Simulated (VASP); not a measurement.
Write the native input for VASP 6.6.1 that does the following.

- Task: single point
- Functional: PBE
- Potentials or basis: VASP PAW PBE potentials, release 64 (Gd)
- Cutoff: 520 eV
- k mesh: 14 × 14 × 7
- Occupations: gaussian, width 0.05 eV
- Spin: collinear spin, antiferromagnetic start
- Starting moments: [7.0, -7.0] μB
- Dipole correction: no
- Further INCAR settings: ALGO = Normal; EDIFF = 1e-07; NBANDS = 29

The structure of Gd lies in POSCAR:

```
Gd
1.0
    0.0000000000      4.0464918516      0.0000000000
    4.0464918516      0.0000000000      0.0000000000
    4.0464918516      4.0464918516     -4.0464918516
Gd
2
Direct
    0.0000000000      0.0000000000      0.0000000000
    0.0000000000      0.0000000000      0.5000000000
```

This isn't the form of Gd at room conditions, which is hcp.

The input as run:

INCAR

```
SYSTEM = Gd
PREC     = Accurate       ! precision mode
ENCUT    = 520            ! plane-wave cutoff, eV
EDIFF    = 1E-7           ! SCF threshold, eV
ISMEAR   = 0              ! smearing method
SIGMA    = 0.05           ! smearing width, eV
LREAL    = .FALSE.        ! projectors in reciprocal space
LASPH    = .TRUE.         ! aspherical terms in the spheres
NELM     = 150            ! most SCF steps
ALGO     = Normal         ! electronic algorithm
ISIF     = 2              ! what is computed and relaxed
LWAVE    = .FALSE.        ! write WAVECAR
LCHARG   = .TRUE.         ! write CHGCAR
ISPIN    = 2              ! spin polarisation
MAGMOM   = 7 -7           ! initial moments
LORBIT   = 11             ! projections on sites
LMAXMIX  = 6              ! l up to which the mixer works
GGA      = PE             ! functional
LELF     = .TRUE.         ! ELF
LVHAR    = .TRUE.       
NBANDS   = 29             ! bands
```

KPOINTS

```
regular mesh
0
G
  14 14 7
  0 0 0
```

Potentials or basis: VASP PAW PBE potentials, release 64 (Gd).

The run is started by

```console
$ cat potpaw_PBE.64/Gd/POTCAR > POTCAR
$ mpirun -np 1 vasp_std > vasp.out
```

Results of the run:

* Pressure: 0.3 GPa
* Band gap on the k mesh: zero (filled and empty bands overlap)
* Net moment: 0.00 μB per cell
* Site moments: Gd +6.85, -6.85 μB
* Valence electrons inside the program's atomic spheres: Gd 15.21

Caveat: spin-orbit coupling is left out, which moves the levels of the heavy elements; semilocal functionals describe open f shells poorly, which spoils levels, moments and volumes.

Wall time 6.2 min on 1 thread of Intel(R) Xeon(R) 6975P-C (Granite Rapids) (shared host), peak memory 0.37 GiB.
